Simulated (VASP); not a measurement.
Write the native input for VASP 6.6.1 that does the following.

| Item | Value |
| --- | --- |
| Task | single point |
| Functional | PBE |
| Potentials or basis | VASP PAW PBE potentials, release 64 (Mg, I) |
| Cutoff | 520 eV |
| k mesh | 8 × 8 × 4 |
| Occupations | fermi-dirac, width 0.02 eV |
| Spin | no spin polarisation |
| Dipole correction | no |
| Further INCAR settings | ALGO = Normal; EDIFF = 1e-07; NBANDS = 15 |

The structure of MgI2 lies in POSCAR:

```
MgI2
1.0
    4.1537001214      0.0000000000      0.0000000000
   -2.0768500607      3.5972098248      0.0000000000
    0.0000000000      0.0000000000      6.8620000000
Mg I
1 2
Direct
    0.0000000000      0.0000000000      0.0000000000
    0.3333333333      0.6666666667      0.7566122393
    0.6666666667      0.3333333333      0.2433877607
```

One way to write it, as run:

INCAR

```
PREC = Accurate
ENCUT = 520
EDIFF = 1E-7
ISMEAR = -1
SIGMA = 0.02
LREAL = False
LASPH = True
NELM = 100
ALGO = Normal
ISIF = 2
LWAVE = False
LCHARG = False
GGA = PE
NBANDS = 15
```

KPOINTS

```
Automatic mesh
0
Gamma
  8 8 4
```

Potentials or basis: VASP PAW PBE potentials, release 64 (Mg, I).

Launch:

```sh
$ cat potpaw_PBE.64/Mg/POTCAR potpaw_PBE.64/I/POTCAR > POTCAR
$ mpirun -np 1 vasp_std > vasp.out
```

It gave:

| Quantity | Value |
| --- | --- |
| Pressure | 1.1 GPa |
| Largest force | 0.010 eV/Å |
| Band gap on the k mesh | 3.50 eV (least direct gap 3.68 eV) |

Caveat: spin-orbit coupling is left out, which moves the levels of the heavy elements; this functional lacks dispersion, which binds the layers, so the pressure and a relaxed spacing across them are unreliable.

It took 44 s on 1 thread of Intel(R) Xeon(R) Platinum 8488C (Sapphire Rapids) (shared host), peak memory 0.24 GiB.
